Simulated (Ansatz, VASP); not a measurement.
**Two plane-wave programs on HfSiO4**

```
Hf Si O
1.0
     3.19364   -3.28994    0.00000
     3.19364    3.28994    0.00000
     0.00000    0.00000    2.97468
Hf Si O
1 1 4
Direct
  0.50000 0.50000 0.50000
  0.00000 0.00000 0.00000
  0.82188 0.17812 0.50000
  0.72133 0.72133 0.00000
  0.27867 0.27867 0.00000
  0.17812 0.82188 0.50000
```

Alike in both runs: functional PBE; k mesh 6 × 6 × 10; occupations gaussian, width 0.02 eV; no spin polarisation.

Ansatz relaxed the structure, and its values are those at the end. VASP's run is a single point on that final structure, the one shown.

|  | VASP | Ansatz |
| --- | --- | --- |
| version | VASP 6.6.1 | Ansatz 0.2.0 |
| potentials or method | VASP PAW PBE potentials, release 64 (Hf_pv, Si, O), cutoff 520 eV | scalar-relativistic, plane waves, PAW |
| valence electrons in the cell | 38 | 54 |

|  | VASP | Ansatz | Ansatz less VASP |
| --- | --- | --- | --- |
| gap on the k mesh at the Fermi level (eV) | 1.77 | 1.81 | +0.044 |
| least direct gap on the mesh (eV) | 1.77 | 1.81 | +0.044 |
| pressure (GPa) | -1.6 | 0.0 | +1.64 |
| rms of the force components (eV/Å) | 0.092 | 0.001 | -0.0904 |

VASP's potentials hold 38 valence electrons a cell and Ansatz's 54, so a difference there can come from the potentials and not from the codes.

Neither program's run includes spin-orbit coupling.
